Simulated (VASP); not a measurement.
# Si (Fd-3m) in VASP: a series of runs

The runs below take Si through single point, with PBEsol.

All numbers are computed with VASP 6.6.1; they aren't measurements. Logs are shortened: lines on timing, memory, paths and dates and some standing lists are left out, and cuts for length are marked.

## Step 1: The cell of the first run

The structure is cubic, space group Fd-3m (No. 227). Conventional cell: a = 5.108 Å, b = 5.108 Å, c = 5.108 Å, α = 90.00°, β = 90.00°, γ = 90.00°. Within 2.9 Å of Si (site symmetry -43m) lie 4 Si at 2.21 Å.

## Step 2: Single point, PBEsol (equal strain along all axes, cell held: -6.0 %)

Contents of INCAR:

```
SYSTEM = Si
PREC     = Accurate       ! precision mode
ENCUT    = 520            ! plane-wave cutoff, eV
EDIFF    = 1E-7           ! SCF threshold, eV
ISMEAR   = 0              ! smearing method
SIGMA    = 0.02           ! smearing width, eV
LREAL    = .False.        ! projectors in reciprocal space
LASPH    = .True.         ! aspherical terms in the spheres
NELM     = 100            ! most SCF steps
ALGO     = Normal         ! electronic algorithm
ISIF     = 2              ! what is computed and relaxed
LWAVE    = .False.        ! write WAVECAR
LCHARG   = .False.        ! write CHGCAR
GGA      = PS             ! functional
NBANDS   = 16             ! bands
```

Contents of KPOINTS:

```
Automatic mesh
0
Gamma
  10 10 8
  0 0 0
```

Contents of POSCAR:

```
Si
1.0
    2.5539020566      2.5539020566      0.0000000000
   -2.5539020566      2.5539020566      0.0000000000
    0.0000000000      0.0000000000      5.1078041132
Si
4
Direct
    0.0000000000      0.5000000000      0.2500000000
    0.0000000000      0.0000000000      0.5000000000
    0.5000000000      0.0000000000      0.7500000000
    0.5000000000      0.5000000000      0.0000000000
```

Potentials or basis: VASP PAW PBE potentials, release 64 (Si).

On the command line:

```
$ cat potpaw_PBE.64/Si/POTCAR > POTCAR
$ mpirun -np 1 vasp_std > vasp.out
```

OUTCAR:

```text
SYSTEM = Si
   PREC = Accurate
   ENCUT = 520
   EDIFF = 1E-7
   ISMEAR = 0
   LREAL = .False.
   LASPH = .True.
   NELM = 100
   ISIF = 2
   GGA = PS

 ion  position               nearest neighbor table
   1  0.000  0.500  0.250-   2 2.21   4 2.21   2 2.21   4 2.21
   2  0.000  0.000  0.500-   1 2.21   3 2.21   1 2.21   3 2.21
   3  0.500  0.000  0.750-   2 2.21   4 2.21   4 2.21   2 2.21
   4  0.500  0.500  0.000-   1 2.21   3 2.21   3 2.21   1 2.21

  LATTYP: Found a simple tetragonal cell.
 ALAT       =     3.6117629254
 C/A-ratio  =     1.4142135624

  Lattice vectors:

 A1 = (   2.5539020566,   2.5539020566,   0.0000000000)
 A2 = (  -2.5539020566,   2.5539020566,   0.0000000000)
 A3 = (   0.0000000000,   0.0000000000,   5.1078041132)

Analysis of symmetry for initial positions (statically):
=====================================================================
 Subroutine PRICEL returns following result:

  LATTYP: Found a face centered cubic cell.
 ALAT       =     5.1078041132

  Lattice vectors:

 A1 = (   0.0000000000,  -2.5539020566,  -2.5539020566)
 A2 = (   2.5539020566,   0.0000000000,  -2.5539020566)
 A3 = (   2.5539020566,  -2.5539020566,   0.0000000000)

   2 primitive cells build up your supercell.

 Routine SETGRP: Setting up the symmetry group for a
 simple tetragonal supercell.

 Subroutine GETGRP returns: Found 16 space group operations
 (whereof  8 operations were pure point group operations)
 out of a pool of 16 trial point group operations.

The static configuration has the point symmetry D_2d.
 The point group associated with its full space group is D_4h.

Analysis of symmetry for dynamics (positions and initial velocities):
=====================================================================
 Subroutine PRICEL returns following result:

  LATTYP: Found a face centered cubic cell.
 ALAT       =     5.1078041132

  Lattice vectors:

 A1 = (   0.0000000000,  -2.5539020566,  -2.5539020566)
 A2 = (   2.5539020566,   0.0000000000,  -2.5539020566)
 A3 = (   2.5539020566,  -2.5539020566,   0.0000000000)

   2 primitive cells build up your supercell.

 Routine SETGRP: Setting up the symmetry group for a
 simple tetragonal supercell.

 Subroutine GETGRP returns: Found 16 space group operations
 (whereof  8 operations were pure point group operations)
 out of a pool of 16 trial point group operations.

The dynamic configuration has the point symmetry D_2d.
 The point group associated with its full space group is D_4h.

 Subroutine INISYM returns: Found 16 space group operations
 (whereof  8 operations are pure point group operations),
 and found     2 'primitive' translations

----------------------------------------------------------------------------------------

                                     Primitive cell

  volume of cell :      33.3152

  direct lattice vectors                    reciprocal lattice vectors
     0.000000000 -2.553902057 -2.553902057    -0.195778847 -0.195778847 -0.195778847
     2.553902057  0.000000000 -2.553902057     0.195778847  0.195778847 -0.195778847
     2.553902057 -2.553902057  0.000000000     0.195778847 -0.195778847  0.195778847

  length of vectors
     3.611762925  3.611762925  3.611762925     0.339098910  0.339098910  0.339098910

  position of ions in fractional coordinates (direct lattice)
     0.750000000  0.750000000  0.750000000
     0.500000000  0.500000000  0.500000000

  ion indices of the primitive-cell ions
   primitive index   ion index
                 1           1
                 2           2

----------------------------------------------------------------------------------------

 KPOINTS: Automatic mesh

Automatic generation of k-mesh.
 Grid dimensions read from file:
 generate k-points for:   10   10    8

 Generating k-lattice:

  Cartesian coordinates                     Fractional coordinates (reciprocal lattice)
     0.019577885  0.019577885  0.000000000     0.100000000  0.000000000  0.000000000
    -0.019577885  0.019577885  0.000000000     0.000000000  0.100000000  0.000000000
     0.000000000  0.000000000  0.024472356     0.000000000  0.000000000  0.125000000

  Length of vectors
     0.027687310  0.027687310  0.024472356

  Shift w.r.t. Gamma in fractional coordinates (k-lattice)
     0.000000000  0.000000000  0.000000000

 Subroutine IBZKPT returns following result:
 ===========================================

 Found    105 irreducible k-points:

 Following reciprocal coordinates:
            Coordinates               Weight
  0.000000  0.000000  0.000000      1.000000
  0.100000  0.000000  0.000000      4.000000
  0.200000  0.000000  0.000000      4.000000
  0.300000  0.000000  0.000000      4.000000
  0.400000  0.000000  0.000000      4.000000
  0.500000  0.000000  0.000000      2.000000
[... 16 lines left out ...]
  0.100000  0.000000  0.125000      8.000000
  0.200000  0.000000  0.125000      8.000000
 [... further k-points ...]
   k-points           NKPTS =    105   k-points in BZ     NKDIM =    105   number of bands    NBANDS=     16
   number of dos      NEDOS =    301   number of ions     NIONS =      4
   total plane-waves  NPLWV =  31360
   dimension x,y,z NGX =    28 NGY =   28 NGZ =   40
   dimension x,y,z NGXF=    56 NGYF=   56 NGZF=   80
   ions per type =               4
   NGX,Y,Z   is equivalent  to a cutoff of  12.89, 12.89, 13.02 a.u.
   NGXF,Y,Z  is equivalent  to a cutoff of  25.78, 25.78, 26.04 a.u.
 SYSTEM =  Si
   PREC   = accura    normal or accurate (medium, high low for compatibility)
   ISTART =      0    job   : 0-new  1-cont  2-samecut
   ICHARG =      2    charge: 1-file 2-atom 10-const
   ISPIN  =      1    spin polarized calculation?
   LNONCOLLINEAR =      F non collinear calculations
   LSORBIT =      F    spin-orbit coupling
   LASPH  =      T    aspherical Exc in radial PAW
   ENCUT  =  520.0 eV  38.22 Ry    6.18 a.u.   6.72  6.72  9.50*2*pi/ulx,y,z
   NELM   =    100;   NELMIN=  2; NELMDL= -5     # of ELM steps
   EDIFF  = 0.1E-06   stopping-criterion for ELM
   LREAL  =      F    real-space projection
   EDIFFG = 0.1E-05   stopping-criterion for IOM
   NSW    =      0    number of steps for IOM
   IBRION =     -1    ionic relax: 0-MD 1-quasi-New 2-CG
   NFREE  =      0    steps in history (QN), initial steepest desc. (CG)
   ISIF   =      2    stress and relaxation
   ISYM   =      2    0-nonsym 1-usesym 2-fastsym
   POTIM  = 0.5000    time-step for ionic-motion
   TEBEG  =    0.0;   TEEND  =   0.0 temperature during run
   PSTRESS=    0.0 pullay stress
   NELECT =      16.0000    total number of electrons
   NUPDOWN=      -1.0000    fix difference up-down
   EMIN   =  10.00;   EMAX   =-10.00  energy-range for DOS
   EFERMI =   0.00;   METHOD = LEGACY
   ISMEAR =     0;   SIGMA  =   0.02  broadening in eV -4-tet -1-fermi 0-gaus
   EFERMI_NEDOS =   21; number of points for ismear=-14 and -15
   IALGO  =     38    algorithm
   IMIX   =      4    mixing-type and parameters
     AMIX     =   0.40;   BMIX     =  1.00
     AMIX_MAG =   1.60;   BMIX_MAG =  1.00
  volume/ion in A,a.u.               =      16.66       112.41
  Fermi-wavevector in a.u.,A,eV,Ry     =   1.017554  1.922897 14.087678  1.035415
  Thomas-Fermi vector in A             =   2.150961
   LORBIT       =      0    0 simple, 1 ext, 2 COOP (PROOUT), +10 PAW based schemes
   GGA     = PS    functional components
   LHFCALC =     F    Hartree Fock is set to
   AEXX    =    0.0000 exact exchange contribution
   IVDW    =     0    specifies the selected vdW correction
   LEPSILON=     F    determine dielectric tensor
   LRPA    =     F    only Hartree local field effects (RPA)
 non-spin polarized calculation
 Gauss-broadening in eV      SIGMA  =   0.02
  energy-cutoff  :      520.00
  volume of cell :       66.63
 maximum number of plane-waves:      1868
 NGX is ok and might be reduce to    28
   NGX = 13   NGY = 13   NGZ = 19

 number of electron      15.9999999 magnetization

 Free energy of the ion-electron system (eV)
  ---------------------------------------------------
  ext. energy  EPLUGINS =         0.00000000
  ---------------------------------------------------
  free energy    TOTEN  =       -22.04845002 eV

  energy without entropy =      -22.04844470  energy(sigma->0) =      -22.04844736

 E-fermi :   7.8501     XC(G=0): -10.2751

 val. band max:        7.8170215245   @ k =   0.0000   0.0000   0.0000
 cond. band min:       7.8810285078   @ k =   0.0000   0.0000   0.1250
 fundamental gap:      0.0640069834
 Fermi energy:         7.8501160548

 k-point     1 :       0.0000    0.0000    0.0000
  band No.  band energies     occupation
      1      -5.5483      2.00000
      2      -0.6781      2.00000
      3      -0.6781      2.00000
      4       4.4284      2.00000
      5       4.4284      2.00000
      6       7.8170      1.98088
[... 8 lines left out ...]
     15      15.5758      0.00000
     16      15.5759      0.00000

 k-point     2 :       0.1000    0.0000    0.0000
  band No.  band energies     occupation
      1      -5.4460      2.00000
      2      -0.6980      2.00000
      3      -0.5723      2.00000
      4       3.7695      2.00000
      5       4.5113      2.00000
      6       7.0632      2.00000
[... 8 lines left out ...]
     15      15.0644      0.00000
     16      15.4729      0.00000

 k-point     3 :       0.2000    0.0000    0.0000
  band No.  band energies     occupation
      1      -5.1410      2.00000
      2      -0.8538      2.00000
      3      -0.2557      2.00000
      4       2.8087      2.00000
      5       4.7563      2.00000
      6       5.6960      2.00000
[... 8 lines left out ...]
     15      14.3056      0.00000
     16      15.9631      0.00000

 k-point     4 :       0.3000    0.0000    0.0000
  band No.  band energies     occupation
      1      -4.6400      2.00000
      2      -1.3627      2.00000
      3       0.2692      2.00000
      4       2.3830      2.00000
      5       4.3061      2.00000
      6       5.1508      2.00000
[... 8 lines left out ...]
     15      14.1059      0.00000
     16      15.3079      0.00000
[... 324 lines left out ...]
 k-point    22 :       0.0000    0.0000    0.1250
  band No.  band energies     occupation
      1      -5.4683      2.00000
      2      -1.7664      2.00000
      3       0.5048      2.00000
      4       4.4993      2.00000
      5       4.4993      2.00000
      6       7.4667      2.00000
[... 8 lines left out ...]
     15      15.0329      0.00000
     16      15.6618      0.00000

 k-point    23 :       0.1000    0.0000    0.1250
  band No.  band energies     occupation
      1      -5.3664      2.00000
      2      -1.7006      2.00000
      3       0.5041      2.00000
      4       3.8683      2.00000
      5       4.5815      2.00000
      6       6.4200      2.00000
[... 8 lines left out ...]
     15      14.9974      0.00000
     16      15.1874      0.00000

 k-point    24 :       0.2000    0.0000    0.1250
  band No.  band energies     occupation
      1      -5.0627      2.00000
      2      -1.5577      2.00000
      3       0.4209      2.00000
      4       3.0135      2.00000
      5       4.8239      2.00000
      6       5.0309      2.00000
[... 8 lines left out ...]
     15      14.6736      0.00000
     16      15.6214      0.00000

 [... further k-points ...]
[... 5 lines left out ...]
  --------------------------------------------------------------------------------------
  -------------------------------------------------------------------------------------
  Total       10.7041230     10.7041230     10.6946555      0.0000000     -0.0000000      0.0000000
  in kB      257.3883980    257.3883980    257.1607453      0.0000000     -0.0000000      0.0000000
  external PRESSURE =     257.3125138 kB  Pullay stress =       0.0000000 kB

 VOLUME and BASIS-vectors are now :
 -----------------------------------------------------------------------------
  energy-cutoff  :      520.00
  volume of cell :       66.63
      direct lattice vectors                 reciprocal lattice vectors
     2.553902057  2.553902057  0.000000000     0.195778847  0.195778847  0.000000000
    -2.553902057  2.553902057  0.000000000    -0.195778847  0.195778847  0.000000000
     0.000000000  0.000000000  5.107804113     0.000000000  0.000000000  0.195778847

 POSITION                                       TOTAL-FORCE (eV/Angst)
 -----------------------------------------------------------------------------------
     -1.27695      1.27695      1.27695         0.000000      0.000000      0.000000
      0.00000      0.00000      2.55390        -0.000000     -0.000000     -0.000000
      1.27695      1.27695      3.83085        -0.000000     -0.000000      0.000000
      0.00000      2.55390      0.00000         0.000000      0.000000     -0.000000
 -----------------------------------------------------------------------------------
    total drift:                               -0.000000      0.000000     -0.000000

  FREE ENERGIE OF THE ION-ELECTRON SYSTEM (eV)
  ---------------------------------------------------
  free  energy   TOTEN  =       -22.0484500222 eV

  energy  without entropy=      -22.0484447019  energy(sigma->0) =      -22.04844736
```

Wall time 97 s (1 thread of Intel Xeon Platinum 8488C (Sapphire Rapids), shared host); peak memory 0.22 GiB.

What came out:

```yaml
Free_energy: -22.0485 eV
Pressure: 25.7 GPa
Band_gap_on_the_k_mesh: 0.06 eV
```

Caveat: the cell differs from its parent crystal (equal strain along all axes, cell held: -6.0 %); the cell stands under pressure; the PAW data sets were made with another functional, which shifts forces and pressure a little. A k mesh can miss the band edges.

(Part 1 of 2 ends here.)
